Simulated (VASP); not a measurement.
A run of VASP 6.6.1 is set up as follows.

File INCAR:

```
ALGO = Normal ; EDIFF = 1E-6
ENCUT = 520 ; GGA = PE
ISIF = 2 ; ISMEAR = 0
LASPH = T ; LCHARG = F
LREAL = Auto ; LWAVE = F
NBANDS = 122 ; NELECT = 208.0
NELM = 60 ; PREC = Accurate
SIGMA = 0.02
```

File KPOINTS:

```
k-points
0
Gamma
  3 3 3
```

POSCAR

```
Sn8HO16
1.0
   -4.8274195332     -4.8274195332      0.0000000000
    4.8274195332     -4.8274195332      0.0000000000
    0.0000000000      4.8274195332      6.4761384946
Sn O H
8 16 1
Direct
    0.5036017755      0.5015043816      0.0029949946
    0.7471478482      0.7446860775      0.5017045270
    0.9948917238      0.9921070062      0.0015081518
    0.2807035343      0.2662169127      0.5066409563
    0.1260836757      0.6215467245      0.2519225000
    0.3698408713      0.8782021155      0.7472006666
    0.6090040577      0.1195535379      0.2369711521
    0.8828027615      0.3694935322      0.7591599537
    0.1973136975      0.5026397603      0.0028889129
    0.4422981343      0.7482872844      0.5006745922
    0.6883055002     -0.0002213570     -0.0032957912
    0.9498927719      0.2036526791      0.4789531605
    0.1346392194      0.3148779565      0.2506794753
    0.3770419268      0.5734965738      0.7535413278
    0.6281584699      0.8191172200      0.2524669603
    0.8772086981      0.0628564395      0.7518086594
    0.8091792689      0.4956519300      0.0027247719
    0.0530895990      0.7460830248      0.4993109710
    0.2976033350     -0.0071110139     -0.0042465120
    0.5752422806      0.2479434019      0.5021791925
    0.1135714657      0.9356613986      0.2614434514
    0.3757276673      0.1856200966      0.7485459127
    0.6264991061      0.4284514756      0.2515116070
    0.8772866742      0.6698971997      0.7483860952
    0.9643217570      1.0446064717      0.4108775626
```

Potentials or basis: VASP PAW PBE potentials, release 64 (Sn_d, O, H).

Launch:

```sh
$ cat potpaw_PBE.64/Sn_d/POTCAR potpaw_PBE.64/O/POTCAR potpaw_PBE.64/H/POTCAR > POTCAR
$ mpirun -np 1 vasp_std > vasp.out
```

Task: Predict the largest force.

Result: 0.698 eV/Å.

Forces in eV/Å, atoms in the order of the input:
```
Sn   0.006 -0.006 -0.036
Sn  -0.003  0.013 -0.005
Sn  -0.042  0.011  0.012
Sn  -0.067 -0.013 -0.096
Sn   0.022 -0.071 -0.014
Sn  -0.024 -0.004 -0.004
Sn   0.032  0.012 -0.054
Sn   0.024  0.037  0.007
O   -0.050 -0.011 -0.018
O   -0.043 -0.008  0.003
O   -0.031 -0.007 -0.007
O    0.072 -0.022  0.050
O    0.042 -0.027 -0.009
O   -0.005  0.014 -0.068
O    0.004 -0.048  0.008
O    0.000 -0.004 -0.007
O    0.044  0.017  0.026
O    0.076 -0.045 -0.026
O    0.029 -0.007 -0.077
O   -0.038 -0.054 -0.012
O   -0.221 -0.217 -0.097
O   -0.030  0.012 -0.035
O   -0.013 -0.004 -0.012
O   -0.041  0.000 -0.017
H    0.257  0.429  0.487
```

Caveat: the cell carries a net charge on a neutralising background, which shifts energy and pressure.
